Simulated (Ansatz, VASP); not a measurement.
## One calculation of NbSb, two programs

Contents of INCAR:

```
SYSTEM = NbSb
PREC = Accurate
ENCUT = 520
EDIFF = 1E-7
ISMEAR = -1
SIGMA = 0.05
LREAL = .FALSE.
LASPH = .TRUE.
NELM = 100
ALGO = Normal
ISIF = 2
LWAVE = .FALSE.
LCHARG = .FALSE.
GGA = PE
NBANDS = 16
```

File KPOINTS:

```
regular mesh
0
G
  11 11 10
  0 0 0
```

POSCAR

```
NbSb
1.0
    3.6660429034      0.0000000000      0.0000000000
   -1.8330214517      3.1748862857      0.0000000000
    0.0000000000      0.0000000000      3.8879646177
Nb Sb
1 1
Direct
    0.0000000000      0.0000000000      0.0000000000
    0.3333333333      0.6666666667      0.5000000000
```

Input for Ansatz:

```yaml
crystal:
  lattice:
    - [3.6660429034, 0.0, 0.0]
    - [-1.8330214517, 3.1748862857, 0.0]
    - [0.0, 0.0, 3.8879646177]
  atoms:
    - { symbol: Nb, position: [0.0, 0.0, 0.0] }
    - { symbol: Sb, position: [0.3333333333, 0.6666666667, 0.5] }
kpoints:
  mp_grid: { grid: [11, 11, 10] }
scf:
  occupations: { method: fermi_dirac, width: 0.05 }
hamiltonian:
  xc: pbe
  pseudopotentials: { kind: all_electron, lapw: { basis_error: 0.00025 } }
output:
  forces: true
  stress: true
  eigenvalues: true
```

Change from the starting cell: volume scaled by 1.06.

Alike in both runs: task single point; functional PBE; k mesh 11 × 11 × 10; occupations fermi-dirac, width 0.05 eV; no spin polarisation.

|  | VASP | Ansatz |
| --- | --- | --- |
| version | VASP 6.6.1 | Ansatz 0.2.0 |
| potentials or method | VASP PAW PBE potentials, release 64 (Nb_sv, Sb), cutoff 520 eV | all-electron LAPW, scalar-relativistic |

|  | VASP | Ansatz | Ansatz less VASP |
| --- | --- | --- | --- |
| pressure (GPa) | -6.8 | -6.6 | +0.18 |
| traceless stress, the component that is largest in VASP (GPa) | -1.47 | -1.47 | +0.003 |

Ansatz ran all-electron here, and VASP with PAW potentials.

Neither program's run includes spin-orbit coupling.
